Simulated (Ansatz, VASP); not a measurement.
## TiAl: VASP beside Ansatz

```
CELL_PARAMETERS angstrom
2.86860 0.00000 0.00000
-1.43430 2.48428 0.00000
0.00000 0.00000 4.63387
ATOMIC_POSITIONS crystal
Ti 0.00000 0.00000 0.00000
Al 0.33333 0.66667 0.50000
```

Alike in both runs: functional r2SCAN; k mesh 18 × 18 × 10; occupations gaussian, width 0.1 eV; no spin polarisation.

Ansatz relaxed the structure, and its values are those at the end. VASP's run is a single point on that final structure, the one shown.

|  | VASP | Ansatz |
| --- | --- | --- |
| version | VASP 6.6.1 | Ansatz 0.2.0 |
| potentials or method | VASP PAW PBE potentials, release 64 (Ti_sv, Al), cutoff 520 eV | scalar-relativistic, plane waves, PAW |
| valence electrons in the cell | 15 | 15 |

VASP gave:

- gap on the k mesh at the Fermi level (eV): none
- pressure (GPa): 0.1

Task: Estimate Ansatz's values.

Result: gap on the k mesh at the Fermi level (eV): none; pressure (GPa): 0.0.

VASP's potentials were made for PBE, not for r2SCAN. A gap of «none» marks a metal or a gap that the smearing closes.
